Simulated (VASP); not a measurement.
Write the native input for VASP 6.6.1 that does the following.

```yaml
Task: single point
Functional: PBEsol
Potentials_or_basis: VASP PAW PBE potentials, release 64 (Cu)
Cutoff: 520 eV
k_mesh: 12 × 12 × 7
Occupations: fermi-dirac, width 0.05 eV
Spin: no spin polarisation
Dipole_correction: no
Further_INCAR_settings: ALGO = Normal; EDIFF = 1e-07; NBANDS = 18
```

The structure of Cu lies in POSCAR:

```
Cu
1.0
    2.4823658959      0.0000000000      0.0000000000
   -1.2411829479      2.1497919273      0.0000000000
    0.0000000000      0.0000000000      4.0286174227
Cu
2
Direct
    0.6666666667      0.3333333333      0.7500000000
    0.3333333333      0.6666666667      0.2500000000
```

This cell differs from its parent crystal: volume scaled by 0.94.

These files were run (other wordings do the same):

INCAR

```
  PREC = Accurate
  ENCUT = 520
  EDIFF = 1E-7
  ISMEAR = -1
  SIGMA = 0.05
  LREAL = F
  LASPH = T
  NELM = 100
  ALGO = Normal
  ISIF = 2
  LWAVE = F
  LCHARG = T
  GGA = PS
  LELF = T
  LVHAR = T
  NBANDS = 18
```

KPOINTS

```
Automatic mesh
0
Gamma
  12 12 7
```

Potentials or basis: VASP PAW PBE potentials, release 64 (Cu).

Command:

```sh
$ cat potpaw_PBE.64/Cu/POTCAR > POTCAR
$ mpirun -np 1 vasp_std > vasp.out
```

It gave:

```
Pressure               : 10.8 GPa
Band gap on the k mesh : zero (band 11 reaches 12.80 eV, above the bottom of band 12 at 6.62 eV)
```

Caveat: the PAW data sets were made with another functional, which shifts forces and pressure a little.

It took 21 s on 1 thread of AMD EPYC 7R13 Processor (Zen 3), with other jobs on the host, peak memory 0.11 GiB.
